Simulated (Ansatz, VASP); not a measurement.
Zr: VASP beside Ansatz

```
CELL_PARAMETERS angstrom
-1.79785 1.79785 1.79785
1.79785 -1.79785 1.79785
1.79785 1.79785 -1.79785
ATOMIC_POSITIONS crystal
Zr 0.00000 0.00000 0.00000
```

Change from the starting cell: volume scaled by 0.98, PAW files.

Alike in both runs: task electric field gradients; functional PBEsol; k mesh 14 × 14 × 14; occupations fermi-dirac, width 0.08 eV; no spin polarisation.

```csv
,VASP,Ansatz
version,VASP 6.6.1,Ansatz 0.2.0
potentials or method,"VASP PAW PBE potentials, release 64 (Zr_sv)","PAW with Ansatz's default frozen-core files, scalar-relativistic"
plane-wave cutoff (eV),520,420
valence electrons in the cell,12,12
```

|  | VASP | Ansatz | Ansatz less VASP |
| --- | --- | --- | --- |
| pressure (GPa) | -5.2 | -5.2 | -0.06 |

VASP's potentials were made for PBE, not for PBEsol.
